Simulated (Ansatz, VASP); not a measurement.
**LaTe: VASP beside Ansatz**

INCAR

```
PREC = Accurate
ENCUT = 520
EDIFF = 1E-8
ISMEAR = -1
SIGMA = 0.08
LREAL = F
LASPH = T
NELM = 60
ALGO = Normal
ISIF = 2
LWAVE = F
LCHARG = F
GGA = CA
LEFG = T
NBANDS = 16
```

File KPOINTS:

```
Automatic mesh
0
Gamma
  10 10 10
```

File POSCAR:

```
LaTe
1.0
    0.0000000000      3.1454509951      3.1454509951
    3.1454509951      0.0000000000      3.1454509951
    3.1454509951      3.1454509951      0.0000000000
La Te
1 1
Direct
    0.0000000000      0.0000000000      0.0000000000
    0.5000000000      0.5000000000      0.5000000000
```

Input for Ansatz:

```yaml
crystal:
  lattice:
    - [0.0, 3.1454509951, 3.1454509951]
    - [3.1454509951, 0.0, 3.1454509951]
    - [3.1454509951, 3.1454509951, 0.0]
  atoms:
    - { symbol: La, position: [0.0, 0.0, 0.0] }
    - { symbol: Te, position: [0.5, 0.5, 0.5] }
kpoints:
  mp_grid: { grid: [10, 10, 10] }
scf:
  occupations: { method: fermi_dirac, width: 0.08 }
hamiltonian:
  xc: lda
  pseudopotentials: { kind: all_electron, datasets: crystal }
output:
  forces: true
  stress: true
  eigenvalues: true
  efg: { contact_densities: true }
```

Change from the starting cell: volume scaled by 0.94, crystal datasets.

Alike in both runs: task electric field gradients; functional LDA; k mesh 10 × 10 × 10; occupations fermi-dirac, width 0.08 eV; no spin polarisation.

|  | VASP | Ansatz |
| --- | --- | --- |
| version | VASP 6.6.1 | Ansatz 0.2.0 |
| potentials or method | VASP PAW LDA potentials, release 64 (La, Te), cutoff 520 eV | all-electron PAW with datasets made for the crystal, scalar-relativistic |

|  | VASP | Ansatz | Ansatz less VASP |
| --- | --- | --- | --- |
| pressure (GPa) | 1.9 | 1.8 | -0.03 |

LDA's correlation is that of Perdew and Zunger in VASP and of Perdew and Wang (1992) in Ansatz. Ansatz ran all-electron here, and VASP with PAW potentials.

Neither program's run includes spin-orbit coupling.
